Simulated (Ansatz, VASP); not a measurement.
Sr2SnN2: VASP beside Ansatz

File INCAR:

```
SYSTEM = Sr2SnN2
  ALGO = Normal
  EDIFF = 1E-6
  ENCUT = 520
  GGA = PE
  ISIF = 2
  ISMEAR = -1
  LASPH = .True.
  LCHARG = .False.
  LREAL = .False.
  LWAVE = .False.
  NBANDS = 30
  NELM = 60
  PREC = Accurate
  SIGMA = 0.05
```

Contents of KPOINTS:

```
k-points
0
Gamma
  10 10 10
  0 0 0
```

The input POSCAR:

```
Sr2SnN2
1.0
   -1.9273312500      1.9273312500      6.8941880000
    1.9273312500     -1.9273312500      6.8941880000
    1.9273312500      1.9273312500     -6.8941880000
Sn Sr N
1 2 2
Direct
    0.5000000000      0.5000000000      0.0000000000
    0.8398615000      0.8398615000      0.0000000000
    0.1601385000      0.1601385000      0.0000000000
    0.3475330000      0.3475330000      0.0000000000
    0.6524670000      0.6524670000      0.0000000000
```

input.yaml

```yaml
crystal:
  lattice:
    - [-1.92733125, 1.92733125, 6.894188]
    - [1.92733125, -1.92733125, 6.894188]
    - [1.92733125, 1.92733125, -6.894188]
  atoms:
    - { symbol: Sn, position: [0.5, 0.5, 0.0] }
    - { symbol: Sr, position: [0.8398615, 0.8398615, 0.0] }
    - { symbol: Sr, position: [0.1601385, 0.1601385, 0.0] }
    - { symbol: "N", position: [0.347533, 0.347533, 0.0] }
    - { symbol: "N", position: [0.652467, 0.652467, 0.0] }
hamiltonian:
  xc: pbe
  pseudopotentials: { kind: paw }
kpoints:
  mp_grid: { grid: [10, 10, 10] }
scf:
  occupations: { method: fermi_dirac, width: 0.05 }
output:
  forces: true
  stress: true
  eigenvalues: true
  write_density: true
  write_potential: true
  elf: true
  volumetric_format: npy
```

Alike in both runs: task single point; functional PBE; k mesh 10 × 10 × 10; occupations fermi-dirac, width 0.05 eV; no spin polarisation.

```csv
,VASP,Ansatz
version,VASP 6.6.1,Ansatz 0.2.0
potentials or method,"VASP PAW PBE potentials, release 64 (Sn_d, Sr_sv, N)",Ansatz PAW
plane-wave cutoff (eV),520,420
valence electrons in the cell,44,44
```

|  | VASP | Ansatz | Ansatz less VASP |
| --- | --- | --- | --- |
| gap on the k mesh at the Fermi level (eV) | none | none | - |
| pressure (GPa) | -0.5 | -0.7 | -0.25 |
| traceless stress, the component that is largest in VASP (GPa) | -0.27 | -0.27 | +0.004 |
| rms of the force components (eV/Å) | 0.014 | 0.011 | -0.0026 |

Atom by atom the forces differ by 0.007 eV/Å (rms over components). A gap of «none» marks a metal or a gap that the smearing closes.
